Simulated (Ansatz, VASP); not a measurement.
Ti3Se: VASP beside Ansatz

```
CELL_PARAMETERS angstrom
3.97657 0.00000 0.00000
0.00000 3.97657 0.00000
0.00000 0.00000 3.97657
ATOMIC_POSITIONS crystal
Ti 0.00000 0.50000 0.50000
Ti 0.50000 0.00000 0.50000
Ti 0.50000 0.50000 0.00000
Se 0.00000 0.00000 0.00000
```

Alike in both runs: functional r2SCAN; k mesh 12 × 12 × 12; occupations gaussian, width 0.1 eV; no spin polarisation.

Ansatz relaxed the structure, and its values are those at the end. VASP's run is a single point on that final structure, the one shown.

```csv
,VASP,Ansatz
version,VASP 6.6.1,Ansatz 0.2.0
potentials or method,"VASP PAW PBE potentials, release 64 (Ti_sv, Se), cutoff 520 eV","scalar-relativistic, plane waves, PAW"
valence electrons in the cell,42,52
```

VASP gave:

- gap on the k mesh at the Fermi level (eV): none
- pressure (GPa): 0.5

Problem. Which values does Ansatz return?

Solution. gap on the k mesh at the Fermi level (eV): none; pressure (GPa): 0.0.

VASP's potentials were made for PBE, not for r2SCAN. A gap of «none» marks a metal or a gap that the smearing closes. The functional is the same, so the differences come from potentials, cutoffs and numerics. VASP's potentials hold 42 valence electrons a cell and Ansatz's 52, so a difference there can come from the potentials and not from the codes.
